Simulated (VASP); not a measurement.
# Si (Imma) in VASP: single point with r2SCAN

Aim: the single point of Si with r2SCAN.

Program: VASP 6.6.1. These are calculated values, not measurements. Logs are shortened: lines on timing, memory, paths and dates and some standing lists are left out, and cuts for length are marked.

### 1 The cell of the first run

Symmetry: Imma, No. 74, orthorhombic system. Conventional cell: a = 3.832 Å, b = 6.342 Å, c = 26.548 Å, α = 90.00°, β = 90.00°, γ = 90.00°. Si (site symmetry m) has 4 Si at 2.35 to 2.37 Å within 3.1 Å. Within 3.1 Å of Si (site symmetry m) lie 5 Si at 2.35 to 2.93 Å. Si (site symmetry m) has 4 Si at 2.35 to 2.37 Å within 3.1 Å. Within 3.1 Å of Si (site symmetry m) lie 4 Si at 2.35 to 2.37 Å.

### 2 Single point, r2SCAN

The input, POSCAR:

```
Si
1.0
    1.9159541803     -3.3185299852      0.0000000000
    0.0000000000      0.0000000000     -6.3418199159
   12.4537021719      4.9777949780      3.1709099580
Si
16
Direct
    0.0833333334      1.3535757882      0.8333333333
   -0.0416666667      0.9785757882      0.0833333333
    0.3333333334      1.1035757882      0.3333333333
   -0.2916666667      1.2285757882      0.5833333333
   -0.4583333334      0.8952424550      0.9166666667
    0.4166666667      0.5202424550      0.1666666667
   -0.2083333333      0.6452424550      0.4166666667
    0.1666666667      0.7702424550      0.6666666667
    0.0833333334      0.9797575451      0.8333333333
   -0.0416666667      0.6047575450      0.0833333333
    0.3333333334      0.7297575450      0.3333333333
   -0.2916666667      0.8547575450      0.5833333333
   -0.4583333334      0.5214242118      0.9166666667
    0.4166666667      0.1464242118      0.1666666667
   -0.2083333333      0.2714242118      0.4166666667
    0.1666666667      0.3964242118      0.6666666667
```

The input, INCAR.step1:

```
SYSTEM = Si
ALGO = Normal
EDIFF = 1E-4
ENCUT = 520
GGA = PE
ISMEAR = 0
ISYM = 0
LASPH = .TRUE.
LCHARG = .FALSE.
LREAL = Auto
LWAVE = .TRUE.
NBANDS = 46
NELM = 80
PREC = Accurate
SIGMA = 0.05
```

The input, INCAR.step2:

```
SYSTEM = Si
ALGO = Normal
EDIFF = 1E-6
ENCUT = 520
ISIF = 2
ISMEAR = 0
ISTART = 1
ISYM = 0
LASPH = .TRUE.
LCHARG = .FALSE.
LMIXTAU = .TRUE.
LREAL = Auto
LWAVE = .FALSE.
METAGGA = R2SCAN
NBANDS = 46
NELM = 80
PREC = Accurate
SIGMA = 0.05
```

The input, KPOINTS:

```
k-points
0
G
  7 4 2
  0 0 0
```

Potentials or basis: VASP PAW PBE potentials, release 64 (Si).

Started as:

```
$ cat potpaw_PBE.64/Si/POTCAR > POTCAR
$ cp INCAR.step1 INCAR
$ mpirun -np 1 vasp_std > vasp.out
$ cp INCAR.step2 INCAR
$ mpirun -np 1 vasp_std > vasp.out
```

OUTCAR:

```text
SYSTEM = Si
   EDIFF = 1E-6
   ENCUT = 520
   ISIF = 2
   ISMEAR = 0
   ISTART = 1
   ISYM = 0
   LASPH = .TRUE.
   LREAL = Auto
   METAGGA = R2SCAN
   NELM = 80
   PREC = Accurate

 ion  position               nearest neighbor table
   1  0.083  0.354  0.833-  16 2.35  13 2.35  13 2.35   9 2.37
   2  0.958  0.979  0.083-  14 2.35  14 2.35  10 2.37   5 2.93   5 2.93
   3  0.333  0.104  0.333-  14 2.35  15 2.35  15 2.35  11 2.37
   4  0.708  0.229  0.583-  15 2.35  16 2.35  16 2.35  12 2.37
   5  0.542  0.895  0.917-   9 2.35   9 2.35  13 2.37   2 2.93   2 2.93
   6  0.417  0.520  0.167-  11 2.35  10 2.35  10 2.35  14 2.37
   7  0.792  0.645  0.417-  12 2.35  11 2.35  11 2.35  15 2.37
   8  0.167  0.770  0.667-   9 2.35  12 2.35  12 2.35  16 2.37
   9  0.083  0.980  0.833-   8 2.35   5 2.35   5 2.35   1 2.37
  10  0.958  0.605  0.083-   6 2.35   6 2.35   2 2.37  13 2.93  13 2.93
  11  0.333  0.730  0.333-   6 2.35   7 2.35   7 2.35   3 2.37
  12  0.708  0.855  0.583-   7 2.35   8 2.35   8 2.35   4 2.37
  13  0.542  0.521  0.917-   1 2.35   1 2.35   5 2.37  10 2.93  10 2.93
  14  0.417  0.146  0.167-   3 2.35   2 2.35   2 2.35   6 2.37
  15  0.792  0.271  0.417-   4 2.35   3 2.35   3 2.35   7 2.37
  16  0.167  0.396  0.667-   1 2.35   4 2.35   4 2.35   8 2.37

IMPORTANT INFORMATION: All symmetrisations will be switched off!
NOSYMM: (Re-)initialisation of all symmetry stuff for point group C_1.

----------------------------------------------------------------------------------------

                                     Primitive cell

  volume of cell :     322.5780

  direct lattice vectors                    reciprocal lattice vectors
     1.915954180 -3.318529985  0.000000000     0.097862466 -0.244837324  0.000000000
     0.000000000  0.000000000 -6.341819916     0.032620822  0.018833640 -0.157683443
    12.453702172  4.977794978  3.170909958     0.065241644  0.037667281  0.000000000

  length of vectors
     3.831908361  6.341819916 13.781429918     0.263670964  0.162119993  0.075334561

  position of ions in fractional coordinates (direct lattice)
     0.083333333  0.353575788  0.833333333
     0.958333333  0.978575788  0.083333333
     0.333333333  0.103575788  0.333333333
     0.708333333  0.228575788  0.583333333
     0.541666667  0.895242455  0.916666667
     0.416666667  0.520242455  0.166666667
[... 8 lines left out ...]
     0.791666667  0.271424212  0.416666667
     0.166666667  0.396424212  0.666666667

  ion indices of the primitive-cell ions
   primitive index   ion index
                 1           1
                 2           2
                 3           3
                 4           4
                 5           5
                 6           6
[... 8 lines left out ...]
                15          15
                16          16

----------------------------------------------------------------------------------------

 KPOINTS: k-points

Automatic generation of k-mesh.
 Grid dimensions read from file:
 generate k-points for:    7    4    2

 Generating k-lattice:

  Cartesian coordinates                     Fractional coordinates (reciprocal lattice)
     0.013980352 -0.034976761  0.000000000     0.142857143  0.000000000  0.000000000
     0.008155205  0.004708410 -0.039420861     0.000000000  0.250000000  0.000000000
     0.032620822  0.018833640  0.000000000     0.000000000  0.000000000  0.500000000

  Length of vectors
     0.037667281  0.040529998  0.037667281

  Shift w.r.t. Gamma in fractional coordinates (k-lattice)
     0.000000000  0.000000000  0.000000000

 -----------------------------------------------------------------------------
|                                                                             |
|           W    W    AA    RRRRR   N    N  II  N    N   GGGG   !!!           |
|           W    W   A  A   R    R  NN   N  II  NN   N  G    G  !!!           |
|           W    W  A    A  R    R  N N  N  II  N N  N  G       !!!           |
|           W WW W  AAAAAA  RRRRR   N  N N  II  N  N N  G  GGG   !            |
|           WW  WW  A    A  R   R   N   NN  II  N   NN  G    G                |
|           W    W  A    A  R    R  N    N  II  N    N   GGGG   !!!           |
|                                                                             |
|     Your reciprocal lattice and k-lattice belong to different lattice       |
|     classes:                                                                |
|                                                                             |
|        The reciprocal lattice is face-centered orthorhombic,                |
|        whereas your k-lattice is triclinic.                                 |
|                                                                             |
|     Results are often still useful ...                                      |
|                                                                             |
 -----------------------------------------------------------------------------

 WARNING: IBZKPT: internal override: KBLOWUP is changed to .FALSE.
      ... skipping the blow-up phase ...

 Subroutine IBZKPT returns following result:
 ===========================================

 Found     30 irreducible k-points:

 Following reciprocal coordinates:
            Coordinates               Weight
  0.000000  0.000000  0.000000      1.000000
  0.142857  0.000000  0.000000      2.000000
  0.285714  0.000000 -0.000000      2.000000
  0.428571  0.000000 -0.000000      2.000000
 -0.000000  0.250000  0.000000      2.000000
  0.142857  0.250000  0.000000      2.000000
[... 16 lines left out ...]
  0.428571  0.250000  0.500000      2.000000
 -0.428571  0.250000  0.500000      2.000000
 [... further k-points ...]
   k-points           NKPTS =     30   k-points in BZ     NKDIM =     30   number of bands    NBANDS=     46
   number of dos      NEDOS =    301   number of ions     NIONS =     16
   total plane-waves  NPLWV = 145152
   dimension x,y,z NGX =    28 NGY =   48 NGZ =  108
   dimension x,y,z NGXF=    56 NGYF=   96 NGZF=  216
   ions per type =              16
   NGX,Y,Z   is equivalent  to a cutoff of  12.15, 12.58, 13.03 a.u.
   NGXF,Y,Z  is equivalent  to a cutoff of  24.30, 25.17, 26.06 a.u.
 SYSTEM =  Si
   PREC   = accura    normal or accurate (medium, high low for compatibility)
   ISTART =      1    job   : 0-new  1-cont  2-samecut
   ICHARG =      0    charge: 1-file 2-atom 10-const
   ISPIN  =      1    spin polarized calculation?
   LNONCOLLINEAR =      F non collinear calculations
   LSORBIT =      F    spin-orbit coupling
   LASPH  =      T    aspherical Exc in radial PAW
   ENCUT  =  520.0 eV  38.22 Ry    6.18 a.u.   7.12 11.79 25.62*2*pi/ulx,y,z
   NELM   =     80;   NELMIN=  2; NELMDL=  0     # of ELM steps
   EDIFF  = 0.1E-05   stopping-criterion for ELM
   LREAL  =      T    real-space projection
   EDIFFG = 0.1E-04   stopping-criterion for IOM
   NSW    =      0    number of steps for IOM
   IBRION =     -1    ionic relax: 0-MD 1-quasi-New 2-CG
   NFREE  =      0    steps in history (QN), initial steepest desc. (CG)
   ISIF   =      2    stress and relaxation
   ISYM   =      0    0-nonsym 1-usesym 2-fastsym
   POTIM  = 0.5000    time-step for ionic-motion
   TEBEG  =    0.0;   TEEND  =   0.0 temperature during run
   PSTRESS=    0.0 pullay stress
   NELECT =      64.0000    total number of electrons
   NUPDOWN=      -1.0000    fix difference up-down
   EMIN   =  10.00;   EMAX   =-10.00  energy-range for DOS
   EFERMI =   0.00;   METHOD = LEGACY
   ISMEAR =     0;   SIGMA  =   0.05  broadening in eV -4-tet -1-fermi 0-gaus
   EFERMI_NEDOS =   21; number of points for ismear=-14 and -15
   IALGO  =     38    algorithm
   IMIX   =      4    mixing-type and parameters
     AMIX     =   0.40;   BMIX     =  1.00
     AMIX_MAG =   1.60;   BMIX_MAG =  1.00
  volume/ion in A,a.u.               =      20.16       136.05
  Fermi-wavevector in a.u.,A,eV,Ry     =   0.954824  1.804355 12.404275  0.911688
  Thomas-Fermi vector in A             =   2.083606
   LORBIT       =      0    0 simple, 1 ext, 2 COOP (PROOUT), +10 PAW based schemes
   METAGGA = R2SCAN    functional components
   LHFCALC =     F    Hartree Fock is set to
   AEXX    =    0.0000 exact exchange contribution
   IVDW    =     0    specifies the selected vdW correction
   LEPSILON=     F    determine dielectric tensor
   LRPA    =     F    only Hartree local field effects (RPA)
 non-spin polarized calculation
 Gauss-broadening in eV      SIGMA  =   0.05
  energy-cutoff  :      520.00
  volume of cell :      322.58
 maximum number of plane-waves:      8716
   NGX = 15   NGY = 23   NGZ = 51

 number of electron      63.9999996 magnetization

 Free energy of the ion-electron system (eV)
  ---------------------------------------------------
  ext. energy  EPLUGINS =         0.00000000
  ---------------------------------------------------
  free energy    TOTEN  =      -137.18374370 eV

  energy without entropy =     -137.17922507  energy(sigma->0) =     -137.18148439

 E-fermi :   5.8159     XC(G=0):  -9.8752

 val. band max:        5.7920401013   @ k =  -0.1429   0.2500  -0.0000
 cond. band min:       5.8213954689   @ k =   0.4286   0.2500   0.5000
 fundamental gap:      0.0293553676
 Fermi energy:         5.8159491082

 k-point     1 :       0.0000    0.0000    0.0000
  band No.  band energies     occupation
      1      -6.8389      2.00000
      2      -6.0955      2.00000
      3      -6.0810      2.00000
      4      -4.5493      2.00000
      5      -4.2597      2.00000
      6      -4.2003      2.00000
[... 36 lines left out ...]
     43       9.1837      0.00000
     44       9.2165      0.00000

 k-point     2 :       0.1429    0.0000    0.0000
  band No.  band energies     occupation
      1      -6.6441      2.00000
      2      -6.0042      2.00000
      3      -5.7958      2.00000
      4      -4.3816      2.00000
      5      -4.0969      2.00000
      6      -3.9680      2.00000
[... 1026 lines left out ...]
 k-point    24 :      -0.4286    0.2500    0.5000
  band No.  band energies     occupation
      1      -4.9934      2.00000
      2      -4.6191      2.00000
      3      -4.3082      2.00000
      4      -3.6535      2.00000
      5      -3.4527      2.00000
      6      -3.3010      2.00000
[... 36 lines left out ...]
     43       9.0458      0.00000
     44       9.2743      0.00000

 [... further k-points ...]

 [bands above 44 left out]

------------------------ aborting loop because EDIFF is reached ----------------------------------------

  FORCE on cell =-STRESS in cart. coord.  units (eV):
  Direction    XX          YY          ZZ          XY          YZ          ZX
  --------------------------------------------------------------------------------------
  -------------------------------------------------------------------------------------
  Total        0.1805890     -3.1526768     -3.4312388      2.9903617      0.0669459      0.1536009
  in kB        0.8969479    -15.6586844    -17.0422436     14.8524997      0.3325065      0.7629032
  external PRESSURE =     -10.6013267 kB  Pullay stress =       0.0000000 kB

 VOLUME and BASIS-vectors are now :
 -----------------------------------------------------------------------------
  energy-cutoff  :      520.00
  volume of cell :      322.58
      direct lattice vectors                 reciprocal lattice vectors
     1.915954180 -3.318529985  0.000000000     0.097862466 -0.244837324  0.000000000
     0.000000000  0.000000000 -6.341819916     0.032620822  0.018833640 -0.157683443
    12.453702172  4.977794978  3.170909958     0.065241644  0.037667281  0.000000000

 POSITION                                       TOTAL-FORCE (eV/Angst)
 -----------------------------------------------------------------------------------
     10.53775      3.87162      0.40011        -0.005950      0.000368      0.119049
      2.87393     -2.76544     -5.94171        -0.192922     -0.100620      0.307941
      4.78989      0.55309      0.40011         0.139962      0.076634      0.052409
      8.62179      0.55309      0.40011         0.024583      0.012163      0.087271
     12.45370      2.76544     -2.77080         0.187650      0.098471      0.313478
      2.87393     -0.55309     -2.77080         0.008233      0.006367      0.120953
[... 8 lines left out ...]
      6.70584     -0.55309     -0.40011        -0.024583     -0.012163     -0.087271
      8.62179      2.76544     -0.40011        -0.139962     -0.076634     -0.052409
 -----------------------------------------------------------------------------------
    total drift:                               -0.000000     -0.000000      0.000001

  FREE ENERGIE OF THE ION-ELECTRON SYSTEM (eV)
  ---------------------------------------------------
  free  energy   TOTEN  =      -137.1837437008 eV

  energy  without entropy=     -137.1792250729  energy(sigma->0) =     -137.18148439
```

Run time: 28 min. Hardware: 1 thread of Intel Xeon Platinum 8259CL at 2.50GHz (Skylake/Cascade Lake), shared host; peak memory 0.55 GiB.

What came out:

```
Free energy            : -137.1837 eV
Pressure               : -1.1 GPa
Largest force          : 0.378 eV/Å
Band gap on the k mesh : zero (band 32 reaches 6.37 eV, above the bottom of band 33 at 5.41 eV)
```

Forces in eV/Å, atoms in the order of the input:
```
Si  -0.006  0.000  0.119
Si  -0.193 -0.101  0.308
Si   0.140  0.077  0.052
Si   0.025  0.012  0.087
Si   0.188  0.098  0.313
Si   0.008  0.006  0.121
Si  -0.015 -0.009  0.093
Si  -0.130 -0.078  0.061
Si  -0.008 -0.006 -0.121
Si  -0.188 -0.098 -0.313
Si   0.130  0.078 -0.061
Si   0.015  0.009 -0.093
Si   0.193  0.101 -0.308
Si   0.006  0.000 -0.119
Si  -0.025 -0.012 -0.087
Si  -0.140 -0.077 -0.052
```

Caveat: the PAW data sets were made with another functional, which shifts forces and pressure a little.
